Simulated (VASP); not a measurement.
# Cs (Im-3m) in VASP: single point with PBEsol

Aim: the single point of Cs with PBEsol.

Program: VASP 6.6.1. These are calculated values, not measurements. Logs are shortened: lines on timing, memory, paths and dates and some standing lists are left out, and cuts for length are marked.

## Step 1: The cell of the first run

The structure is cubic, space group Im-3m (No. 229). The conventional cell has a = 6.045 Å, b = 6.045 Å, c = 6.045 Å, α = 90.00°, β = 90.00°, γ = 90.00°.

## Step 2: Single point, PBEsol

INCAR reads:

```
SYSTEM = Cs
PREC     = Accurate       ! precision mode
ENCUT    = 520            ! plane-wave cutoff, eV
EDIFF    = 1E-6           ! SCF threshold, eV
ISMEAR   = -1             ! smearing method
SIGMA    = 0.1            ! smearing width, eV
LREAL    = .FALSE.        ! projectors in reciprocal space
LASPH    = .TRUE.         ! aspherical terms in the spheres
NELM     = 80             ! most SCF steps
ALGO     = Normal         ! electronic algorithm
ISIF     = 2              ! what is computed and relaxed
LWAVE    = .FALSE.        ! write WAVECAR
LCHARG   = .FALSE.        ! write CHGCAR
GGA      = PS             ! functional
NBANDS   = 10             ! bands
```

KPOINTS reads:

```
regular mesh
0
G
  12 12 12
  0 0 0
```

POSCAR reads:

```
Cs
1.0
   -3.0225000000      3.0225000000      3.0225000000
    3.0225000000     -3.0225000000      3.0225000000
    3.0225000000      3.0225000000     -3.0225000000
Cs
1
Direct
    0.0000000000      0.0000000000      0.0000000000
```

Potentials or basis: VASP PAW PBE potentials, release 64 (Cs_sv).

Run with:

```console
> cat potpaw_PBE.64/Cs_sv/POTCAR > POTCAR
> mpirun -np 1 vasp_std > vasp.out
```

OUTCAR:

```text
SYSTEM = Cs
   PREC = Accurate
   ENCUT = 520
   EDIFF = 1E-6
   ISMEAR = -1
   LREAL = .FALSE.
   LASPH = .TRUE.
   NELM = 80
   ISIF = 2
   GGA = PS

 ion  position               nearest neighbor table
   1  0.000  0.000  0.000-

  LATTYP: Found a body centered cubic cell.
 ALAT       =     6.0450000000

  Lattice vectors:

 A1 = (  -3.0225000000,   3.0225000000,   3.0225000000)
 A2 = (   3.0225000000,  -3.0225000000,   3.0225000000)
 A3 = (   3.0225000000,   3.0225000000,  -3.0225000000)

Analysis of symmetry for initial positions (statically):
=====================================================================
 Subroutine PRICEL returns:
 Original cell was already a primitive cell.

 Routine SETGRP: Setting up the symmetry group for a
 body centered cubic supercell.

 Subroutine GETGRP returns: Found 48 space group operations
 (whereof 48 operations were pure point group operations)
 out of a pool of 48 trial point group operations.

The static configuration has the point symmetry O_h .

Analysis of symmetry for dynamics (positions and initial velocities):
=====================================================================
 Subroutine PRICEL returns:
 Original cell was already a primitive cell.

 Routine SETGRP: Setting up the symmetry group for a
 body centered cubic supercell.

 Subroutine GETGRP returns: Found 48 space group operations
 (whereof 48 operations were pure point group operations)
 out of a pool of 48 trial point group operations.

The dynamic configuration has the point symmetry O_h .

 Subroutine INISYM returns: Found 48 space group operations
 (whereof 48 operations are pure point group operations),
 and found     1 'primitive' translations

----------------------------------------------------------------------------------------

                                     Primitive cell

  volume of cell :     110.4483

  direct lattice vectors                    reciprocal lattice vectors
    -3.022500000  3.022500000  3.022500000     0.000000000  0.165425972  0.165425972
     3.022500000 -3.022500000  3.022500000     0.165425972  0.000000000  0.165425972
     3.022500000  3.022500000 -3.022500000     0.165425972  0.165425972  0.000000000

  length of vectors
     5.235123566  5.235123566  5.235123566     0.233947653  0.233947653  0.233947653

  position of ions in fractional coordinates (direct lattice)
     0.000000000  0.000000000  0.000000000

  ion indices of the primitive-cell ions
   primitive index   ion index
                 1           1

----------------------------------------------------------------------------------------

 KPOINTS: regular mesh

Automatic generation of k-mesh.
 Grid dimensions read from file:
 generate k-points for:   12   12   12

 Generating k-lattice:

  Cartesian coordinates                     Fractional coordinates (reciprocal lattice)
     0.000000000  0.013785498  0.013785498     0.083333333  0.000000000  0.000000000
     0.013785498  0.000000000  0.013785498     0.000000000  0.083333333  0.000000000
     0.013785498  0.013785498  0.000000000     0.000000000  0.000000000  0.083333333

  Length of vectors
     0.019495638  0.019495638  0.019495638

  Shift w.r.t. Gamma in fractional coordinates (k-lattice)
     0.000000000  0.000000000  0.000000000

 Subroutine IBZKPT returns following result:
 ===========================================

 Found     72 irreducible k-points:

 Following reciprocal coordinates:
            Coordinates               Weight
  0.000000  0.000000  0.000000      1.000000
  0.083333  0.000000  0.000000     12.000000
  0.166667  0.000000  0.000000     12.000000
  0.250000  0.000000  0.000000     12.000000
  0.333333  0.000000  0.000000     12.000000
  0.416667  0.000000  0.000000     12.000000
[... 16 lines left out ...]
  0.333333  0.083333  0.083333     24.000000
  0.416667  0.083333  0.083333     12.000000
 [... further k-points ...]
   k-points           NKPTS =     72   k-points in BZ     NKDIM =     72   number of bands    NBANDS=     10
   number of dos      NEDOS =    301   number of ions     NIONS =      1
   total plane-waves  NPLWV =  64000
   dimension x,y,z NGX =    40 NGY =   40 NGZ =   40
   dimension x,y,z NGXF=    80 NGYF=   80 NGZF=   80
   ions per type =               1
   NGX,Y,Z   is equivalent  to a cutoff of  12.70, 12.70, 12.70 a.u.
   NGXF,Y,Z  is equivalent  to a cutoff of  25.40, 25.40, 25.40 a.u.
 SYSTEM =  Cs
   PREC   = accura    normal or accurate (medium, high low for compatibility)
   ISTART =      0    job   : 0-new  1-cont  2-samecut
   ICHARG =      2    charge: 1-file 2-atom 10-const
   ISPIN  =      1    spin polarized calculation?
   LNONCOLLINEAR =      F non collinear calculations
   LSORBIT =      F    spin-orbit coupling
   LASPH  =      T    aspherical Exc in radial PAW
   ENCUT  =  520.0 eV  38.22 Ry    6.18 a.u.   9.73  9.73  9.73*2*pi/ulx,y,z
   NELM   =     80;   NELMIN=  2; NELMDL= -5     # of ELM steps
   EDIFF  = 0.1E-05   stopping-criterion for ELM
   LREAL  =      F    real-space projection
   EDIFFG = 0.1E-04   stopping-criterion for IOM
   NSW    =      0    number of steps for IOM
   IBRION =     -1    ionic relax: 0-MD 1-quasi-New 2-CG
   NFREE  =      0    steps in history (QN), initial steepest desc. (CG)
   ISIF   =      2    stress and relaxation
   ISYM   =      2    0-nonsym 1-usesym 2-fastsym
   POTIM  = 0.5000    time-step for ionic-motion
   TEBEG  =    0.0;   TEEND  =   0.0 temperature during run
   PSTRESS=    0.0 pullay stress
   NELECT =       9.0000    total number of electrons
   NUPDOWN=      -1.0000    fix difference up-down
   EMIN   =  10.00;   EMAX   =-10.00  energy-range for DOS
   EFERMI =   0.00;   METHOD = LEGACY
   ISMEAR =    -1;   SIGMA  =   0.10  broadening in eV -4-tet -1-fermi 0-gaus
   EFERMI_NEDOS =   21; number of points for ismear=-14 and -15
   IALGO  =     38    algorithm
   IMIX   =      4    mixing-type and parameters
     AMIX     =   0.40;   BMIX     =  1.00
     AMIX_MAG =   1.60;   BMIX_MAG =  1.00
  volume/ion in A,a.u.               =     110.45       745.34
  Fermi-wavevector in a.u.,A,eV,Ry     =   0.709746  1.341225  6.853782  0.503739
  Thomas-Fermi vector in A             =   1.796409
   LORBIT       =      0    0 simple, 1 ext, 2 COOP (PROOUT), +10 PAW based schemes
   GGA     = PS    functional components
   LHFCALC =     F    Hartree Fock is set to
   AEXX    =    0.0000 exact exchange contribution
   IVDW    =     0    specifies the selected vdW correction
   LEPSILON=     F    determine dielectric tensor
   LRPA    =     F    only Hartree local field effects (RPA)
 non-spin polarized calculation
  energy-cutoff  :      520.00
  volume of cell :      110.45
 maximum number of plane-waves:      3043
   NGX = 19   NGY = 19   NGZ = 19

 number of electron       8.9999998 magnetization

 Free energy of the ion-electron system (eV)
  ---------------------------------------------------
  ext. energy  EPLUGINS =         0.00000000
  ---------------------------------------------------
  free energy    TOTEN  =        -0.96250107 eV

  energy without entropy =       -0.92127290  energy(sigma->0) =       -0.94188699

 E-fermi :   0.4642     XC(G=0):  -5.5822

 val. band max:        0.4330760617   @ k =   0.3333   0.0833   0.0833
 cond. band min:       0.4897416015   @ k =   0.5000   0.0000   0.0000
 fundamental gap:      0.0566655398
 Fermi energy:         0.4642252761

 k-point     1 :       0.0000    0.0000    0.0000
  band No.  band energies     occupation
      1     -23.3489      2.00000
      2     -10.0617      2.00000
      3     -10.0617      2.00000
      4     -10.0617      2.00000
      5      -1.2517      2.00000
      6       2.9970      0.00000
      7       2.9970      0.00000
      8       2.9970      0.00000
      9       3.8998      0.00000
     10       3.8998      0.00000

 k-point     2 :       0.0833    0.0000    0.0000
  band No.  band energies     occupation
      1     -23.3483      2.00000
      2     -10.0728      2.00000
      3     -10.0653      2.00000
      4     -10.0617      2.00000
      5      -1.1713      2.00000
      6       2.9084      0.00000
      7       2.9242      0.00000
      8       3.0779      0.00000
      9       3.7573      0.00000
     10       3.8833      0.00000

 k-point     3 :       0.1667    0.0000    0.0000
  band No.  band energies     occupation
      1     -23.3468      2.00000
      2     -10.1028      2.00000
      3     -10.0750      2.00000
      4     -10.0618      2.00000
      5      -0.9387      2.00000
      6       2.6345      0.00000
      7       2.7013      0.00000
      8       3.3178      0.00000
      9       3.6625      0.00000
     10       3.8641      0.00000

 k-point     4 :       0.2500    0.0000    0.0000
  band No.  band energies     occupation
      1     -23.3447      2.00000
      2     -10.1429      2.00000
      3     -10.0881      2.00000
      4     -10.0619      2.00000
      5      -0.5799      1.99994
      6       2.2214      0.00000
      7       2.4721      0.00000
      8       3.7091      0.00000
      9       3.7407      0.00000
     10       3.8947      0.00000
[... 222 lines left out ...]
 k-point    22 :       0.2500    0.0833    0.0833
  band No.  band energies     occupation
      1     -23.3424      2.00000
      2     -10.1834      2.00000
      3     -10.1015      2.00000
      4     -10.0715      2.00000
      5      -0.0029      1.98145
      6       1.8118      0.00000
      7       2.0963      0.00000
      8       3.9315      0.00000
      9       4.1340      0.00000
     10       4.3035      0.00000

 k-point    23 :       0.3333    0.0833    0.0833
  band No.  band energies     occupation
      1     -23.3410      2.00000
      2     -10.2028      2.00000
      3     -10.1154      2.00000
      4     -10.0721      2.00000
      5       0.4331      1.15450
      6       1.5324      0.00005
      7       1.9944      0.00000
      8       3.8658      0.00000
      9       4.2947      0.00000
     10       4.6295      0.00000

 k-point    24 :       0.4167    0.0833    0.0833
  band No.  band energies     occupation
      1     -23.3406      2.00000
      2     -10.2096      2.00000
      3     -10.1206      2.00000
      4     -10.0724      2.00000
      5       0.6627      0.24171
      6       1.3840      0.00020
      7       1.9603      0.00000
      8       3.7705      0.00000
      9       4.3921      0.00000
     10       4.7703      0.00000

 [... further k-points ...]

------------------------ aborting loop because EDIFF is reached ----------------------------------------

  FORCE on cell =-STRESS in cart. coord.  units (eV):
  Direction    XX          YY          ZZ          XY          YZ          ZX
  --------------------------------------------------------------------------------------
  -------------------------------------------------------------------------------------
  Total       -0.0290987     -0.0290987     -0.0290987      0.0000000      0.0000000     -0.0000000
  in kB       -0.4221102     -0.4221102     -0.4221102      0.0000000      0.0000000     -0.0000000
  external PRESSURE =      -0.4221102 kB  Pullay stress =       0.0000000 kB

 VOLUME and BASIS-vectors are now :
 -----------------------------------------------------------------------------
  energy-cutoff  :      520.00
  volume of cell :      110.45
      direct lattice vectors                 reciprocal lattice vectors
    -3.022500000  3.022500000  3.022500000     0.000000000  0.165425972  0.165425972
     3.022500000 -3.022500000  3.022500000     0.165425972  0.000000000  0.165425972
     3.022500000  3.022500000 -3.022500000     0.165425972  0.165425972  0.000000000

 POSITION                                       TOTAL-FORCE (eV/Angst)
 -----------------------------------------------------------------------------------
      0.00000      0.00000      0.00000         0.000000      0.000000     -0.000000
 -----------------------------------------------------------------------------------
    total drift:                               -0.000000     -0.000000     -0.000000

  FREE ENERGIE OF THE ION-ELECTRON SYSTEM (eV)
  ---------------------------------------------------
  free  energy   TOTEN  =        -0.9625010747 eV

  energy  without entropy=       -0.9212729030  energy(sigma->0) =       -0.94188699
```

It took 45 s on 1 thread of Intel Xeon Platinum 8375C at 2.90GHz (Ice Lake), shared host; peak memory 0.26 GiB.

What came out:

| Quantity | Value |
| --- | --- |
| Free energy | -0.9625 eV |
| Pressure | 0.0 GPa |

Levels at points of the mesh, in eV from the Fermi level:
| k point | band 1 | band 2 | band 3 | band 4 | band 5 | band 6 | band 7 | band 8 |
| --- | --- | --- | --- | --- | --- | --- | --- | --- |
| (0.00, 0.00, 0.00) | -23.81 | -10.53 | -10.53 | -10.53 | -1.72 | 2.53 | 2.53 | 2.53 |
| (0.50, 0.00, 0.00) | -23.80 | -10.68 | -10.58 | -10.53 | 0.03 | 0.93 | 1.65 | 3.28 |
| (0.50, 0.50, 0.50) | -23.80 | -10.64 | -10.64 | -10.64 | 0.63 | 0.63 | 3.12 | 3.12 |

Caveat: the PAW data sets were made with another functional, which shifts forces and pressure a little; spin-orbit coupling is left out, which moves the levels of the heavy elements.
